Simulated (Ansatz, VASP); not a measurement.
# Two plane-wave programs on CuO

```
Cu O
1.0
     2.90279    0.01283   -0.03408
     0.05222    2.84489    0.00261
    -0.04356    0.02263    5.27315
Cu O
2 2
Direct
  0.51070 0.00534 0.49840
  0.05379 0.47809 0.99029
  0.95681 0.97912 0.24962
  0.02539 0.00127 0.76859
```

Change from the starting cell: all atoms moved at random (sigma 0.07 Å), cell strained at random (1 %).

Alike in both runs: task single point; functional PBEsol; k mesh 10 × 10 × 6; occupations gaussian, width 0.1 eV; no spin polarisation.

|  | VASP | Ansatz |
| --- | --- | --- |
| version | VASP 6.6.1 | Ansatz 0.2.0 |
| potentials or method | VASP PAW PBE potentials, release 64 (Cu, O), cutoff 520 eV | scalar-relativistic, plane waves, PAW |
| valence electrons in the cell | 34 | 50 |

Ansatz gave:

```
gap on the k mesh at the Fermi level (eV)                     : none
pressure (GPa)                                                : -3.4
traceless stress, the component that is largest in VASP (GPa) : 6.09
rms of the force components (eV/Å)                            : 0.958
```

**Question.** Which values does VASP return?

**Answer.** gap on the k mesh at the Fermi level (eV): none; pressure (GPa): -2.7; traceless stress, the component that is largest in VASP (GPa): 6.14; rms of the force components (eV/Å): 0.986.

VASP's potentials were made for PBE, not for PBEsol. Atom by atom the forces differ by 0.033 eV/Å (rms over components). A gap of «none» marks a metal or a gap that the smearing closes. VASP's potentials hold 34 valence electrons a cell and Ansatz's 50, so a difference there can come from the potentials and not from the codes.
